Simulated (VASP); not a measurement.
Input of a VASP 6.6.1 run:

The input POSCAR:

```
Si
1.0
    2.4895156742      0.0000000000      0.0000000000
   -1.2447578371      2.1559838169      0.0000000000
    0.0000000000      0.0000000000      2.3430366705
Si
1
Direct
    0.0000000000      0.0000000000      0.0000000000
```

INCAR.step1

```
ALGO = Normal ; EDIFF = 1E-4
ENCUT = 520 ; GGA = PE
ISMEAR = 0 ; LASPH = T
LCHARG = F ; LREAL = F
LWAVE = T ; NBANDS = 8
NELM = 60 ; PREC = Accurate
SIGMA = 0.15
```

File INCAR.step2:

```
ALGO = Normal ; EDIFF = 1E-6
ENCUT = 520 ; ISIF = 2
ISMEAR = 0 ; ISTART = 1
LASPH = T ; LCHARG = F
LMIXTAU = T ; LREAL = F
LWAVE = F ; METAGGA = R2SCAN
NBANDS = 8 ; NELM = 60
PREC = Accurate ; SIGMA = 0.15
```

KPOINTS

```
k-points
0
Gamma
  24 24 20
```

Potentials or basis: VASP PAW PBE potentials, release 64 (Si).

Run with:

```bash
$ cat potpaw_PBE.64/Si/POTCAR > POTCAR
$ cp INCAR.step1 INCAR
$ mpirun -np 1 vasp_std > vasp.out
$ cp INCAR.step2 INCAR
$ mpirun -np 1 vasp_std > vasp.out
```

Question: Predict the band gap on the k mesh.

Answer: Zero (bands 2 and 3 overlap by 13.70 eV).

Question: Estimate the pressure.

Answer: 28.2 GPa.

Stress tensor (GPa, compression positive):
```
26.69  0.00  0.00
 0.00 26.69  0.00
 0.00  0.00 31.33
```

Caveat: the cell differs from its parent crystal (strain -0.050 along x and y, -0.050 along z); the cell stands under pressure; the PAW data sets were made with another functional, which shifts forces and pressure a little.
